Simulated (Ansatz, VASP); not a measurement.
# Two plane-wave programs on SnGe5

```xyz
6
Lattice="4.1127 0.0000 0.0000 -2.0564 3.5617 0.0000 0.0000 0.0000 10.0053" Properties=species:S:1:pos:R:3 pbc="T T T"
Ge    0.0000    0.0000   -0.1371
Ge    2.0564    1.1872    6.6618
Ge    0.0000    2.3745    3.4713
Ge    2.0564    1.1872    9.1137
Ge    0.0000    2.3745    5.9102
Sn    0.0000    0.0000    2.4947
```

Alike in both runs: task single point; functional PBE; k mesh 6 × 6 × 2; occupations fermi-dirac, width 0.02 eV; no spin polarisation.

|  | VASP | Ansatz |
| --- | --- | --- |
| version | VASP 6.6.1 | Ansatz 0.2.0 |
| potentials or method | VASP PAW PBE potentials, release 64 (Ge_d, Sn_d) | plane waves, PAW |
| plane-wave cutoff (eV) | 520 | 420 |
| valence electrons in the cell | 84 | 84 |

VASP gave:

```
pressure (GPa)                                                : 3.8
traceless stress, the component that is largest in VASP (GPa) : -0.08
rms of the force components (eV/Å)                            : 0.030
```

What did Ansatz give for the same quantities?

Pressure (GPa): 3.9; traceless stress, the component that is largest in VASP (GPa): -0.08; rms of the force components (eV/Å): 0.031.

Atom by atom the forces differ by 0.001 eV/Å (rms over components). The functional is the same, so the differences come from potentials, cutoffs and numerics.
